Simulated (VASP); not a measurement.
# GaAs5 (P-62m) in VASP: a series of runs, part 2 of 2

VASP 6.6.1. Earlier steps stand in the parts before.

## 3. Single point, PBE

This run uses another cell than the first one, of 30.50 Å³/atom, 1.564 times its volume.

File INCAR:

```
SYSTEM = GaAs5
PREC     = Accurate       ! precision mode
ENCUT    = 520            ! plane-wave cutoff, eV
EDIFF    = 1E-7           ! SCF threshold, eV
ISMEAR   = 0              ! smearing method
SIGMA    = 0.1            ! smearing width, eV
LREAL    = .FALSE.        ! projectors in reciprocal space
LASPH    = .TRUE.         ! aspherical terms in the spheres
NELM     = 80             ! most SCF steps
ALGO     = Normal         ! electronic algorithm
ISIF     = 2              ! what is computed and relaxed
LWAVE    = .FALSE.        ! write WAVECAR
LCHARG   = .FALSE.        ! write CHGCAR
GGA      = PE             ! functional
NBANDS   = 28             ! bands
```

File KPOINTS:

```
regular mesh
0
G
  3 3 4
  0 0 0
```

File POSCAR:

```
GaAs5
1.0
    6.1323563300      0.0000000000      0.0000000000
   -3.0661781600      5.3107763700      0.0000000000
    0.0000000000      0.0000000000      5.6193916900
Ga As
1 5
Direct
    0.0000000000      0.0000000000      0.5000000000
    0.0000000000      0.6575431800      0.0000000000
    0.3333333300      0.6666666700      0.5000000000
    0.6575431800      0.0000000000      0.0000000000
    0.6666666700      0.3333333300      0.5000000000
    0.3424568200      0.3424568200      0.0000000000
```

Potentials or basis: VASP PAW PBE potentials, release 64 (Ga_d, As).

Command:

```console
$ cat potpaw_PBE.64/Ga_d/POTCAR potpaw_PBE.64/As/POTCAR > POTCAR
$ mpirun -np 1 vasp_std > vasp.out
```

OUTCAR:

```text
SYSTEM = GaAs5
   PREC = Accurate
   ENCUT = 520
   EDIFF = 1E-7
   ISMEAR = 0
   LREAL = .FALSE.
   LASPH = .TRUE.
   NELM = 80
   ISIF = 2
   GGA = PE

 ion  position               nearest neighbor table
   1  0.000  0.000  0.500-
   2  0.000  0.658  0.000-
   3  0.333  0.667  0.500-
   4  0.658  0.000  0.000-
   5  0.667  0.333  0.500-
   6  0.342  0.342  0.000-

  LATTYP: Found a hexagonal cell.
 ALAT       =     6.1323563300
 C/A-ratio  =     0.9163511361

  Lattice vectors:

 A1 = (   6.1323563300,   0.0000000000,   0.0000000000)
 A2 = (  -3.0661781600,   5.3107763700,   0.0000000000)
 A3 = (   0.0000000000,   0.0000000000,   5.6193916900)

Analysis of symmetry for initial positions (statically):
=====================================================================
 Subroutine PRICEL returns:
 Original cell was already a primitive cell.

 Routine SETGRP: Setting up the symmetry group for a
 hexagonal supercell.

 Subroutine GETGRP returns: Found 12 space group operations
 (whereof 12 operations were pure point group operations)
 out of a pool of 24 trial point group operations.

The static configuration has the point symmetry D_3h.

Analysis of symmetry for dynamics (positions and initial velocities):
=====================================================================
 Subroutine PRICEL returns:
 Original cell was already a primitive cell.

 Routine SETGRP: Setting up the symmetry group for a
 hexagonal supercell.

 Subroutine GETGRP returns: Found 12 space group operations
 (whereof 12 operations were pure point group operations)
 out of a pool of 24 trial point group operations.

The dynamic configuration has the point symmetry D_3h.

 Subroutine INISYM returns: Found 12 space group operations
 (whereof 12 operations are pure point group operations),
 and found     1 'primitive' translations

----------------------------------------------------------------------------------------

                                     Primitive cell

  volume of cell :     183.0099

  direct lattice vectors                    reciprocal lattice vectors
     6.132356330  0.000000000  0.000000000     0.163069454  0.094148193  0.000000000
    -3.066178160  5.310776370  0.000000000     0.000000000  0.188296387  0.000000000
     0.000000000  0.000000000  5.619391690     0.000000000  0.000000000  0.177955205

  length of vectors
     6.132356330  6.132356330  5.619391690     0.188296387  0.188296387  0.177955205

  position of ions in fractional coordinates (direct lattice)
     0.000000000  0.000000000  0.500000000
     1.000000000  0.657543180  0.000000000
     0.333333330  0.666666670  0.500000000
     0.657543180  0.000000000  0.000000000
     0.666666670  0.333333330  0.500000000
     0.342456820  0.342456820  0.000000000

  ion indices of the primitive-cell ions
   primitive index   ion index
                 1           1
[... 23 lines left out ...]

  Shift w.r.t. Gamma in fractional coordinates (k-lattice)
     0.000000000  0.000000000  0.000000000

 Subroutine IBZKPT returns following result:
 ===========================================

 Found      9 irreducible k-points:

 Following reciprocal coordinates:
            Coordinates               Weight
  0.000000  0.000000  0.000000      1.000000
  0.333333 -0.000000  0.000000      6.000000
  0.333333  0.333333  0.000000      2.000000
  0.000000  0.000000  0.250000      2.000000
  0.333333 -0.000000  0.250000     12.000000
  0.333333  0.333333  0.250000      4.000000
  0.000000  0.000000  0.500000      1.000000
  0.333333 -0.000000  0.500000      6.000000
  0.333333  0.333333  0.500000      2.000000
   k-points           NKPTS =      9   k-points in BZ     NKDIM =      9   number of bands    NBANDS=     28
   number of dos      NEDOS =    301   number of ions     NIONS =      6
   total plane-waves  NPLWV =  96768
   dimension x,y,z NGX =    48 NGY =   48 NGZ =   42
   dimension x,y,z NGXF=    96 NGYF=   96 NGZF=   84
   ions per type =               1   5
   NGX,Y,Z   is equivalent  to a cutoff of  13.01, 13.01, 12.43 a.u.
   NGXF,Y,Z  is equivalent  to a cutoff of  26.03, 26.03, 24.85 a.u.
 SYSTEM =  GaAs5
   PREC   = accura    normal or accurate (medium, high low for compatibility)
   ISTART =      0    job   : 0-new  1-cont  2-samecut
   ICHARG =      2    charge: 1-file 2-atom 10-const
   ISPIN  =      1    spin polarized calculation?
   LNONCOLLINEAR =      F non collinear calculations
   LSORBIT =      F    spin-orbit coupling
   LASPH  =      T    aspherical Exc in radial PAW
   ENCUT  =  520.0 eV  38.22 Ry    6.18 a.u.  11.40 11.40 10.45*2*pi/ulx,y,z
   NELM   =     80;   NELMIN=  2; NELMDL= -5     # of ELM steps
   EDIFF  = 0.1E-06   stopping-criterion for ELM
   LREAL  =      F    real-space projection
   EDIFFG = 0.1E-05   stopping-criterion for IOM
   NSW    =      0    number of steps for IOM
   IBRION =     -1    ionic relax: 0-MD 1-quasi-New 2-CG
   NFREE  =      0    steps in history (QN), initial steepest desc. (CG)
   ISIF   =      2    stress and relaxation
   ISYM   =      2    0-nonsym 1-usesym 2-fastsym
   POTIM  = 0.5000    time-step for ionic-motion
   TEBEG  =    0.0;   TEEND  =   0.0 temperature during run
   PSTRESS=    0.0 pullay stress
   NELECT =      38.0000    total number of electrons
   NUPDOWN=      -1.0000    fix difference up-down
   EMIN   =  10.00;   EMAX   =-10.00  energy-range for DOS
   EFERMI =   0.00;   METHOD = LEGACY
   ISMEAR =     0;   SIGMA  =   0.10  broadening in eV -4-tet -1-fermi 0-gaus
   EFERMI_NEDOS =   21; number of points for ismear=-14 and -15
   IALGO  =     38    algorithm
   IMIX   =      4    mixing-type and parameters
     AMIX     =   0.40;   BMIX     =  1.00
     AMIX_MAG =   1.60;   BMIX_MAG =  1.00
  volume/ion in A,a.u.               =      30.50       205.84
  Fermi-wavevector in a.u.,A,eV,Ry     =   0.969418  1.831935 12.786367  0.939771
  Thomas-Fermi vector in A             =   2.099469
   LORBIT       =      0    0 simple, 1 ext, 2 COOP (PROOUT), +10 PAW based schemes
   GGA     = PE    functional components
   LHFCALC =     F    Hartree Fock is set to
   AEXX    =    0.0000 exact exchange contribution
   IVDW    =     0    specifies the selected vdW correction
   LEPSILON=     F    determine dielectric tensor
   LRPA    =     F    only Hartree local field effects (RPA)
 non-spin polarized calculation
 Gauss-broadening in eV      SIGMA  =   0.10
  energy-cutoff  :      520.00
  volume of cell :      183.01
 maximum number of plane-waves:      4953
 NGX is ok and might be reduce to    48
   NGX = 23   NGY = 23   NGZ = 21

 number of electron      38.0000002 magnetization

 Free energy of the ion-electron system (eV)
  ---------------------------------------------------
  ext. energy  EPLUGINS =         0.00000000
  ---------------------------------------------------
  free energy    TOTEN  =       -19.96396556 eV

  energy without entropy =      -19.94843646  energy(sigma->0) =      -19.95620101

 E-fermi :   1.9181     XC(G=0):  -8.7900

 val. band max:        1.8684509011   @ k =   0.3333   0.3333   0.2500
 cond. band min:       2.0745995396   @ k =   0.3333  -0.0000   0.5000
 fundamental gap:      0.2061486385
 Fermi energy:         1.9181444191

 k-point     1 :       0.0000    0.0000    0.0000
  band No.  band energies     occupation
      1     -12.4950      2.00000
      2     -12.4950      2.00000
      3     -12.4883      2.00000
      4     -12.4878      2.00000
      5     -12.4878      2.00000
      6      -9.6239      2.00000
[... 268 lines left out ...]
     27       5.4961      0.00000
     28       5.8463      0.00000

------------------------ aborting loop because EDIFF is reached ----------------------------------------

  FORCE on cell =-STRESS in cart. coord.  units (eV):
  Direction    XX          YY          ZZ          XY          YZ          ZX
  --------------------------------------------------------------------------------------
  -------------------------------------------------------------------------------------
  Total      -13.8135187    -13.8135187    -12.7004214     -0.0000000      0.0000000      0.0000000
  in kB     -120.9317117   -120.9317118   -111.1869999     -0.0000001      0.0000000      0.0000000
  external PRESSURE =    -117.6834745 kB  Pullay stress =       0.0000000 kB

 VOLUME and BASIS-vectors are now :
 -----------------------------------------------------------------------------
  energy-cutoff  :      520.00
  volume of cell :      183.01
      direct lattice vectors                 reciprocal lattice vectors
     6.132356330  0.000000000  0.000000000     0.163069454  0.094148193  0.000000000
    -3.066178160  5.310776370  0.000000000     0.000000000  0.188296387  0.000000000
     0.000000000  0.000000000  5.619391690     0.000000000  0.000000000  0.177955205

 POSITION                                       TOTAL-FORCE (eV/Angst)
 -----------------------------------------------------------------------------------
      0.00000      0.00000      2.80970         0.000000      0.000000      0.000000
     -2.01614      3.49206      0.00000         0.189248     -0.327788      0.000000
     -0.00000      3.54052      2.80970         0.000000      0.000000      0.000000
      4.03229      0.00000      0.00000        -0.378497     -0.000000     -0.000000
      3.06618      1.77026      2.80970         0.000000     -0.000000      0.000000
      1.05003      1.81871      0.00000         0.189248      0.327788      0.000000
 -----------------------------------------------------------------------------------
    total drift:                               -0.000000     -0.000000     -0.000000

  FREE ENERGIE OF THE ION-ELECTRON SYSTEM (eV)
  ---------------------------------------------------
  free  energy   TOTEN  =       -19.9639655584 eV

  energy  without entropy=      -19.9484364588  energy(sigma->0) =      -19.95620101
```

It took 35 s on 1 thread of Intel Xeon Platinum 8559C (Emerald Rapids), shared host; peak memory 0.29 GiB.

Results:

- Free energy: -19.9640 eV
- Pressure: -11.8 GPa
- Largest force: 0.378 eV/Å
- Band gap on the k mesh: zero (band 19 reaches 2.87 eV, above the bottom of band 20 at 1.52 eV)

Forces on the atoms (eV/Å):
```
Ga   0.000  0.000  0.000
As   0.189 -0.328  0.000
As   0.000  0.000  0.000
As  -0.378  0.000  0.000
As   0.000  0.000  0.000
As   0.189  0.328  0.000
```

Levels at points of the mesh, in eV from the Fermi level:
| k point | band 17 | band 18 | band 19 | band 20 | band 21 | band 22 | band 23 | band 24 |
| --- | --- | --- | --- | --- | --- | --- | --- | --- |
| (0.00, 0.00, 0.00) | -1.01 | -0.83 | -0.18 | -0.16 | -0.16 | 0.25 | 0.25 | 1.50 |
| (0.00, 0.00, 0.50) | -1.81 | -1.03 | -1.03 | -0.20 | -0.10 | 2.01 | 2.13 | 2.13 |

Caveat: the k points lie up to 0.39 Å⁻¹ apart.

## 4. Single point, PBE

This run uses another cell than the first one, of 20.28 Å³/atom, 1.040 times its volume.

File INCAR:

```
PREC = Accurate
ENCUT = 520
EDIFF = 1E-6
ISMEAR = 0
SIGMA = 0.1
LREAL = F
LASPH = T
NELM = 100
ALGO = Normal
ISIF = 2
LWAVE = F
LCHARG = F
GGA = PE
NBANDS = 28
```

File KPOINTS:

```
regular mesh
0
Gamma
  6 6 4
```

File POSCAR:

```
GaAs5
1.0
    5.1565179410      0.0000000000      0.0000000000
   -2.5782589705      4.4656755320      0.0000000000
    0.0000000000      0.0000000000      5.2831845240
Ga As
1 5
Direct
    0.0000000000      0.0000000000      0.5000000000
    0.0000000000      0.7149997721      0.0000000000
    0.3333333333      0.6666666667      0.5000000000
    0.7149997721      0.0000000000      0.0000000000
    0.6666666667      0.3333333333      0.5000000000
    0.2850002279      0.2850002279      0.0000000000
```

Command:

```console
$ cat potpaw_PBE.64/Ga_d/POTCAR potpaw_PBE.64/As/POTCAR > POTCAR
$ mpirun -np 1 vasp_std > vasp.out
```

Wall time 35 s (1 thread of Intel Xeon Platinum 8559C (Emerald Rapids), shared host); peak memory 0.26 GiB.

Results (log left out):

```yaml
Free_energy: -24.0487 eV
Pressure: 0.2 GPa
Largest_force: 0.047 eV/Å
Band_gap_on_the_k_mesh: zero (band 19 reaches 6.12 eV, above the bottom of band 20 at 3.75 eV)
```

Forces on the atoms (eV/Å):
```
Ga   0.000  0.000  0.000
As   0.023 -0.041  0.000
As   0.000  0.000  0.000
As  -0.047  0.000  0.000
As   0.000  0.000  0.000
As   0.023  0.041  0.000
```

Stress tensor (GPa, compression positive):
```
0.31 0.00 0.00
0.00 0.31 0.00
0.00 0.00 0.12
```

Levels at points of the mesh, in eV from the Fermi level:
```
           k point  band 15  band 16  band 17  band 18  band 19  band 20  band 21  band 22  band 23  band 24
(0.00, 0.00, 0.00)    -2.44    -1.83    -1.83    -0.88    -0.88    -0.77    -0.05    -0.05     0.05     0.32
(0.50, 0.00, 0.00)    -3.46    -1.56    -1.51    -0.82    -0.07     0.48     0.81     1.51     2.69     3.00
(0.00, 0.00, 0.50)    -3.34    -3.34    -2.63    -2.45    -2.45    -0.82    -0.55     3.00     3.00     3.30
(0.50, 0.00, 0.50)    -1.15    -0.88    -0.35    -0.14     0.59     0.85     1.20     1.72     2.05     2.09
```

## 5. Overview

```tsv
cell	k mesh	gap on the mesh (eV)	pressure (GPa)	largest force (eV/Å)
a = 5.085, b = 5.085, c = 5.224 Å, angles 90.0, 90.0, 120.0°, 6 atoms	3 × 3 × 4	none	0.0	0.01
a = 6.132, b = 6.132, c = 5.619 Å, angles 90.0, 90.0, 120.0°, 6 atoms	3 × 3 × 4	none	-11.8	0.38
a = 5.157, b = 5.157, c = 5.283 Å, angles 90.0, 90.0, 120.0°, 6 atoms	6 × 6 × 4	none	0.2	0.05
```

Alike in all rows: task single point; level PBE; potentials or basis VASP PAW PBE potentials, release 64 (Ga_d, As); no spin polarisation; cutoff (eV) 520; smearing gaussian 0.1 eV.

Caveats: some runs use coarse meshes.

Total energies depend on the potentials used, so only differences within one code and one set of settings carry meaning.
